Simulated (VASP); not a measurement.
Here is a VASP 6.6.1 calculation.

INCAR

```
SYSTEM = AlN
PREC = Accurate
ENCUT = 520
EDIFF = 1E-6
ISMEAR = 0
SIGMA = 0.01
LREAL = .False.
LASPH = .True.
NELM = 80
ALGO = Normal
ISIF = 2
LWAVE = .False.
LCHARG = .False.
GGA = PS
NBANDS = 11
```

The input KPOINTS:

```
regular mesh
0
Gamma
  10 10 10
  0 0 0
```

Contents of POSCAR:

```
AlN
1.0
    2.1449058908      2.1449058908      0.0000000000
   -2.1449058908      2.1449058908      0.0000000000
    0.0000000000      2.1449058908      2.2347606387
Al N
1 1
Direct
    0.0000000000      0.0000000000      0.0000000000
    0.2500000000      0.7500000000      0.5000000000
```

Potentials or basis: VASP PAW PBE potentials, release 64 (Al, N).

Launch:

```bash
$ cat potpaw_PBE.64/Al/POTCAR potpaw_PBE.64/N/POTCAR > POTCAR
$ mpirun -np 1 vasp_std > vasp.out
```

(1) What does it give for the band gap on the k mesh?

(2) Estimate the pressure.

Results:

(1) 3.06 eV, indirect (least direct gap 4.18 eV).

(2) 4.0 GPa.

Caveat: the cell differs from its parent crystal (in-plane strain -0.02, then relaxed in part); the PAW data sets were made with another functional, which shifts forces and pressure a little.
